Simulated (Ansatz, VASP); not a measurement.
# One calculation of Y, two programs

```
Y
1.0
     3.26580    0.00000    0.00000
     0.00000    3.26580    0.00000
     0.00000    0.00000    3.26580
Y
1
Direct
  0.00000 0.00000 0.00000
```

Alike in both runs: functional PBE; k mesh 11 × 11 × 11; occupations fermi-dirac, width 0.08 eV; no spin polarisation.

Ansatz relaxed the structure, and its values are those at the end. VASP's run is a single point on that final structure, the one shown.

|  | VASP | Ansatz |
| --- | --- | --- |
| version | VASP 6.6.1 | Ansatz 0.2.0 |
| potentials or method | VASP PAW PBE potentials, release 64 (Y_sv) | PAW with Ansatz's default frozen-core files, scalar-relativistic |
| plane-wave cutoff (eV) | 520 | 420 |
| valence electrons in the cell | 11 | 11 |

|  | VASP | Ansatz | Ansatz less VASP |
| --- | --- | --- | --- |
| pressure (GPa) | 0.0 | 0.0 | +0.05 |
